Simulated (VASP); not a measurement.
# Al2H (Cmcm) in VASP: single point with PBE

Aim: the single point of Al2H with PBE.

Program: VASP 6.6.1. These are calculated values, not measurements. Logs are shortened: lines on timing, memory, paths and dates and some standing lists are left out, and cuts for length are marked.

## 1. The cell of the first run

It takes space group Cmcm (No. 63, orthorhombic). The conventional cell has a = 9.358 Å, b = 4.258 Å, c = 4.090 Å, α = 90.00°, β = 90.00°, γ = 90.00°. Within 2.3 Å of Al (site symmetry m) lie 1 H at 1.77 Å. Within 2.3 Å of H (site symmetry m2m) lie 2 Al at 1.77 Å and 2 H at 2.07 Å.

## 2. Single point, PBE

The input, INCAR:

```
SYSTEM = Al2H
  PREC = Accurate
  ENCUT = 520
  EDIFF = 1E-6
  ISMEAR = 0
  SIGMA = 0.1
  LREAL = .False.
  LASPH = .True.
  NELM = 60
  ALGO = Normal
  ISIF = 2
  LWAVE = .False.
  LCHARG = .True.
  GGA = PE
  LELF = .True.
  LVHAR = .True.
  NBANDS = 16
```

The input, KPOINTS:

```
regular mesh
0
Gamma
  10 10 10
  0 0 0
```

The input, POSCAR:

```
Al2H
1.0
    4.6789167107     -2.1291001139      0.0000000000
    4.6789167107      2.1291001139      0.0000000000
    0.0000000000      0.0000000000      4.0895865377
Al H
4 2
Direct
    0.8575127453      0.4411065585      0.7500000000
    0.5588934415      0.1424872547      0.7500000000
    0.4411065585      0.8575127453      0.2500000000
    0.1424872547      0.5588934415      0.2500000000
    0.0373904257      0.9626095743      0.2500000000
    0.9626095743      0.0373904257      0.7500000000
```

Potentials or basis: VASP PAW PBE potentials, release 64 (Al, H).

On the command line:

```
$ cat potpaw_PBE.64/Al/POTCAR potpaw_PBE.64/H/POTCAR > POTCAR
$ mpirun -np 1 vasp_std > vasp.out
```

OUTCAR:

```text
SYSTEM = Al2H
   PREC = Accurate
   ENCUT = 520
   EDIFF = 1E-6
   ISMEAR = 0
   LREAL = .False.
   LASPH = .True.
   NELM = 60
   ISIF = 2
   GGA = PE

 ion  position               nearest neighbor table
   1  0.858  0.441  0.750-   6 1.77   3 2.71   3 2.71   2 2.79   4 2.80   4 2.80   2 2.84   2 2.84
                             3 3.22   3 3.22
   2  0.559  0.142  0.750-   6 1.77   4 2.71   4 2.71   1 2.79   3 2.80   3 2.80   1 2.84   1 2.84
                             4 3.22   4 3.22
   3  0.441  0.858  0.250-   5 1.77   1 2.71   1 2.71   4 2.79   2 2.80   2 2.80   4 2.84   4 2.84
                             1 3.22   1 3.22
   4  0.142  0.559  0.250-   5 1.77   2 2.71   2 2.71   3 2.79   1 2.80   1 2.80   3 2.84   3 2.84
                             2 3.22   2 3.22
   5  0.037  0.963  0.250-   3 1.77   4 1.77
   6  0.963  0.037  0.750-   1 1.77   2 1.77

  LATTYP: Found a base centered orthorhombic cell.
 ALAT       =     4.2582002278
 B/A-ratio  =     2.1976029592
 C/A-ratio  =     0.9604025924

  Lattice vectors:

 A1 = (  -4.6789167107,  -2.1291001139,   0.0000000000)
 A2 = (   4.6789167107,  -2.1291001139,   0.0000000000)
 A3 = (   0.0000000000,   0.0000000000,   4.0895865377)

Analysis of symmetry for initial positions (statically):
=====================================================================
 Subroutine PRICEL returns:
 Original cell was already a primitive cell.

 Routine SETGRP: Setting up the symmetry group for a
 base centered orthorhombic supercell.

 Subroutine GETGRP returns: Found  8 space group operations
 (whereof  4 operations were pure point group operations)
 out of a pool of  8 trial point group operations.

The static configuration has the point symmetry C_2h.
 The point group associated with its full space group is D_2h.

Analysis of symmetry for dynamics (positions and initial velocities):
=====================================================================
 Subroutine PRICEL returns:
 Original cell was already a primitive cell.

 Routine SETGRP: Setting up the symmetry group for a
 base centered orthorhombic supercell.

 Subroutine GETGRP returns: Found  8 space group operations
 (whereof  4 operations were pure point group operations)
 out of a pool of  8 trial point group operations.

The dynamic configuration has the point symmetry C_2h.
 The point group associated with its full space group is D_2h.

 Subroutine INISYM returns: Found  8 space group operations
 (whereof  4 operations are pure point group operations),
 and found     1 'primitive' translations

----------------------------------------------------------------------------------------

                                     Primitive cell

  volume of cell :      81.4800

  direct lattice vectors                    reciprocal lattice vectors
     4.678916711 -2.129100114  0.000000000     0.106862342 -0.234841000  0.000000000
     4.678916711  2.129100114  0.000000000     0.106862342  0.234841000  0.000000000
     0.000000000  0.000000000  4.089586538     0.000000000  0.000000000  0.244523497

  length of vectors
     5.140557254  5.140557254  4.089586538     0.258011348  0.258011348  0.244523497

  position of ions in fractional coordinates (direct lattice)
     0.857512745  0.441106559  0.750000000
     0.558893441  0.142487255  0.750000000
     0.441106559  0.857512745  0.250000000
     0.142487255  0.558893441  0.250000000
     0.037390426  0.962609574  0.250000000
     0.962609574  0.037390426  0.750000000

  ion indices of the primitive-cell ions
   primitive index   ion index
                 1           1
                 2           2
                 3           3
                 4           4
                 5           5
                 6           6

----------------------------------------------------------------------------------------

 KPOINTS: regular mesh

Automatic generation of k-mesh.
 Grid dimensions read from file:
 generate k-points for:   10   10   10

 Generating k-lattice:

  Cartesian coordinates                     Fractional coordinates (reciprocal lattice)
     0.010686234 -0.023484100  0.000000000     0.100000000  0.000000000  0.000000000
     0.010686234  0.023484100  0.000000000     0.000000000  0.100000000  0.000000000
     0.000000000  0.000000000  0.024452350     0.000000000  0.000000000  0.100000000

  Length of vectors
     0.025801135  0.025801135  0.024452350

  Shift w.r.t. Gamma in fractional coordinates (k-lattice)
     0.000000000  0.000000000  0.000000000

 Subroutine IBZKPT returns following result:
 ===========================================

 Found    186 irreducible k-points:

 Following reciprocal coordinates:
            Coordinates               Weight
  0.000000  0.000000  0.000000      1.000000
  0.100000 -0.000000  0.000000      4.000000
  0.200000 -0.000000  0.000000      4.000000
  0.300000 -0.000000  0.000000      4.000000
  0.400000 -0.000000  0.000000      4.000000
  0.500000 -0.000000  0.000000      2.000000
[... 16 lines left out ...]
  0.300000  0.300000  0.000000      2.000000
  0.400000  0.300000  0.000000      4.000000
 [... further k-points ...]
   k-points           NKPTS =    186   k-points in BZ     NKDIM =    186   number of bands    NBANDS=     16
   number of dos      NEDOS =    301   number of ions     NIONS =      6
   total plane-waves  NPLWV =  48000
   dimension x,y,z NGX =    40 NGY =   40 NGZ =   30
   dimension x,y,z NGXF=    80 NGYF=   80 NGZF=   60
   ions per type =               4   2
   NGX,Y,Z   is equivalent  to a cutoff of  12.94, 12.94, 12.20 a.u.
   NGXF,Y,Z  is equivalent  to a cutoff of  25.87, 25.87, 24.39 a.u.
 SYSTEM =  Al2H
   PREC   = accura    normal or accurate (medium, high low for compatibility)
   ISTART =      0    job   : 0-new  1-cont  2-samecut
   ICHARG =      2    charge: 1-file 2-atom 10-const
   ISPIN  =      1    spin polarized calculation?
   LNONCOLLINEAR =      F non collinear calculations
   LSORBIT =      F    spin-orbit coupling
   LASPH  =      T    aspherical Exc in radial PAW
   ENCUT  =  520.0 eV  38.22 Ry    6.18 a.u.   9.56  9.56  7.60*2*pi/ulx,y,z
   NELM   =     60;   NELMIN=  2; NELMDL= -5     # of ELM steps
   EDIFF  = 0.1E-05   stopping-criterion for ELM
   LREAL  =      F    real-space projection
   EDIFFG = 0.1E-04   stopping-criterion for IOM
   NSW    =      0    number of steps for IOM
   IBRION =     -1    ionic relax: 0-MD 1-quasi-New 2-CG
   NFREE  =      0    steps in history (QN), initial steepest desc. (CG)
   ISIF   =      2    stress and relaxation
   ISYM   =      2    0-nonsym 1-usesym 2-fastsym
   POTIM  = 0.5000    time-step for ionic-motion
   TEBEG  =    0.0;   TEEND  =   0.0 temperature during run
   PSTRESS=    0.0 pullay stress
   NELECT =      14.0000    total number of electrons
   NUPDOWN=      -1.0000    fix difference up-down
   EMIN   =  10.00;   EMAX   =-10.00  energy-range for DOS
   EFERMI =   0.00;   METHOD = LEGACY
   ISMEAR =     0;   SIGMA  =   0.10  broadening in eV -4-tet -1-fermi 0-gaus
   EFERMI_NEDOS =   21; number of points for ismear=-14 and -15
   IALGO  =     38    algorithm
   IMIX   =      4    mixing-type and parameters
     AMIX     =   0.40;   BMIX     =  1.00
     AMIX_MAG =   1.60;   BMIX_MAG =  1.00
  volume/ion in A,a.u.               =      13.58        91.64
  Fermi-wavevector in a.u.,A,eV,Ry     =   0.910124  1.719885 11.270056  0.828326
  Thomas-Fermi vector in A             =   2.034249
   LORBIT       =      0    0 simple, 1 ext, 2 COOP (PROOUT), +10 PAW based schemes
   GGA     = PE    functional components
   LHFCALC =     F    Hartree Fock is set to
   AEXX    =    0.0000 exact exchange contribution
   IVDW    =     0    specifies the selected vdW correction
   LEPSILON=     F    determine dielectric tensor
   LRPA    =     F    only Hartree local field effects (RPA)
 non-spin polarized calculation
 Gauss-broadening in eV      SIGMA  =   0.10
  energy-cutoff  :      520.00
  volume of cell :       81.48
 maximum number of plane-waves:      2220
 NGX is ok and might be reduce to    40
   NGX = 19   NGY = 19   NGZ = 15

 number of electron      13.9999998 magnetization

 Free energy of the ion-electron system (eV)
  ---------------------------------------------------
  ext. energy  EPLUGINS =         0.00000000
  ---------------------------------------------------
  free energy    TOTEN  =       -20.23581965 eV

  energy without entropy =      -20.23012482  energy(sigma->0) =      -20.23297224

 E-fermi :   6.2521     XC(G=0):  -9.6796

 val. band max:        6.2436882191   @ k =   0.3000   0.2000   0.0000
 cond. band min:       6.2536167190   @ k =  -0.4000   0.1000   0.0000
 fundamental gap:      0.0099284999
 Fermi energy:         6.2520718124

 k-point     1 :       0.0000    0.0000    0.0000
  band No.  band energies     occupation
      1      -4.6880      2.00000
      2       0.4601      2.00000
      3       1.9378      2.00000
      4       2.8428      2.00000
      5       4.0244      2.00000
      6       4.4547      2.00000
[... 8 lines left out ...]
     15      12.7304      0.00000
     16      12.8927      0.00000

 k-point     2 :       0.1000   -0.0000    0.0000
  band No.  band energies     occupation
      1      -4.5959      2.00000
      2       0.3376      2.00000
      3       1.8539      2.00000
      4       2.8428      2.00000
      5       3.6217      2.00000
      6       4.1114      2.00000
[... 8 lines left out ...]
     15      12.1824      0.00000
     16      13.0597      0.00000

 k-point     3 :       0.2000   -0.0000    0.0000
  band No.  band energies     occupation
      1      -4.3220      2.00000
      2       0.0378      2.00000
      3       1.3635      2.00000
      4       2.2588      2.00000
      5       3.6334      2.00000
      6       4.3719      2.00000
[... 8 lines left out ...]
     15      11.9140      0.00000
     16      12.4758      0.00000
[... 362 lines left out ...]
 k-point    23 :       0.3000    0.3000    0.0000
  band No.  band energies     occupation
      1      -4.1063      2.00000
      2      -1.6123      2.00000
      3       1.9955      2.00000
      4       2.7757      2.00000
      5       4.4549      2.00000
      6       5.2400      2.00000
[... 8 lines left out ...]
     15      11.8201      0.00000
     16      13.4406      0.00000

 k-point    24 :       0.4000    0.3000    0.0000
  band No.  band energies     occupation
      1      -3.8252      2.00000
      2      -1.9490      2.00000
      3       1.4269      2.00000
      4       2.8429      2.00000
      5       4.6579      2.00000
      6       5.4630      2.00000
[... 8 lines left out ...]
     15      12.8840      0.00000
     16      13.2577      0.00000

 [... further k-points ...]

------------------------ aborting loop because EDIFF is reached ----------------------------------------

  FORCE on cell =-STRESS in cart. coord.  units (eV):
  Direction    XX          YY          ZZ          XY          YZ          ZX
  --------------------------------------------------------------------------------------
  -------------------------------------------------------------------------------------
  Total       -0.0476428     -0.0316796     -0.0322570      0.0000000      0.0000000      0.0000000
  in kB       -0.9368229     -0.6229309     -0.6342848      0.0000000      0.0000000      0.0000000
  external PRESSURE =      -0.7313462 kB  Pullay stress =       0.0000000 kB

 VOLUME and BASIS-vectors are now :
 -----------------------------------------------------------------------------
  energy-cutoff  :      520.00
  volume of cell :       81.48
      direct lattice vectors                 reciprocal lattice vectors
     4.678916711 -2.129100114  0.000000000     0.106862342 -0.234841000  0.000000000
     4.678916711  2.129100114  0.000000000     0.106862342  0.234841000  0.000000000
     0.000000000  0.000000000  4.089586538     0.000000000  0.000000000  0.244523497

 POSITION                                       TOTAL-FORCE (eV/Angst)
 -----------------------------------------------------------------------------------
      6.07613     -0.88657      3.06719        -0.002956      0.000671      0.000000
      3.28170     -0.88657      3.06719         0.002956      0.000671      0.000000
      6.07613      0.88657      1.02240        -0.002956     -0.000671     -0.000000
      3.28170      0.88657      1.02240         0.002956     -0.000671     -0.000000
      4.67892      1.96988      1.02240        -0.000000     -0.005556      0.000000
      4.67892     -1.96988      3.06719        -0.000000      0.005556     -0.000000
 -----------------------------------------------------------------------------------
    total drift:                               -0.000000     -0.000000     -0.000000

  FREE ENERGIE OF THE ION-ELECTRON SYSTEM (eV)
  ---------------------------------------------------
  free  energy   TOTEN  =       -20.2358196472 eV

  energy  without entropy=      -20.2301248247  energy(sigma->0) =      -20.23297224
```

It took 3.4 min on 1 thread of Intel Xeon 8259CL, shared host; peak memory 0.34 GiB.

What came out:

* Free energy: -20.2358 eV
* Pressure: -0.1 GPa
* Largest force: 0.006 eV/Å
* Band gap on the k mesh: zero (bands 7 and 8 overlap by 3.31 eV)

Forces in eV/Å, atoms in the order of the input:
```
Al  -0.003  0.001  0.000
Al   0.003  0.001  0.000
Al  -0.003 -0.001  0.000
Al   0.003 -0.001  0.000
H    0.000 -0.006  0.000
H    0.000  0.006  0.000
```

Levels at points of the mesh, in eV from the Fermi level:
```
           k point  band 5  band 6  band 7  band 8  band 9  band 10
(0.00, 0.00, 0.00)   -2.23   -1.80   -1.43   -0.79    0.47     3.28
(0.50, 0.00, 0.00)   -2.15   -0.22    0.08    0.65    1.72     2.20
(0.50, 0.50, 0.00)   -1.42   -0.93    0.09    0.48    1.69     3.31
(0.00, 0.00, 0.50)   -1.29   -1.29    0.13    0.13    0.55     0.55
(0.50, 0.00, 0.50)   -4.02   -4.02   -1.77   -1.77    2.98     2.98
(0.50, 0.50, 0.50)   -1.81   -1.81    0.49    0.49    3.26     3.26
```
